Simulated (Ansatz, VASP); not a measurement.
SnSe: VASP beside Ansatz

```
CELL_PARAMETERS angstrom
4.24247 0.00000 0.00000
0.00000 4.24247 0.00000
0.00000 0.00000 10.99069
ATOMIC_POSITIONS crystal
Sn 0.50000 0.00000 0.37223
Sn 0.00000 0.50000 0.62777
Se 0.50000 0.00000 0.61604
Se 0.00000 0.50000 0.38396
```

Change from the starting cell: strain -0.0100 x Voigt [1, 1, 0, 0, 0, 0], atoms carried along.

Alike in both runs: task single point; functional LDA; k mesh 6 × 6 × 4; occupations gaussian, width 0.05 eV; no spin polarisation.

|  | VASP | Ansatz |
| --- | --- | --- |
| version | VASP 6.6.1 | Ansatz 0.2.0 |
| potentials or method | VASP PAW LDA potentials, release 64 (Sn_d, Se), cutoff 520 eV | scalar-relativistic, plane waves, PAW |
| valence electrons in the cell | 40 | 60 |

|  | VASP | Ansatz | Ansatz less VASP |
| --- | --- | --- | --- |
| gap on the k mesh at the Fermi level (eV) | 1.41 | 1.42 | +0.016 |
| least direct gap on the mesh (eV) | 1.46 | 1.47 | +0.014 |
| rms of the force components (eV/Å) | 0.067 | 0.077 | +0.0102 |

LDA's correlation is that of Perdew and Zunger in VASP and of Perdew and Wang (1992) in Ansatz. Atom by atom the forces differ by 0.013 eV/Å (rms over components). VASP's potentials hold 40 valence electrons a cell and Ansatz's 60, so a difference there can come from the potentials and not from the codes.
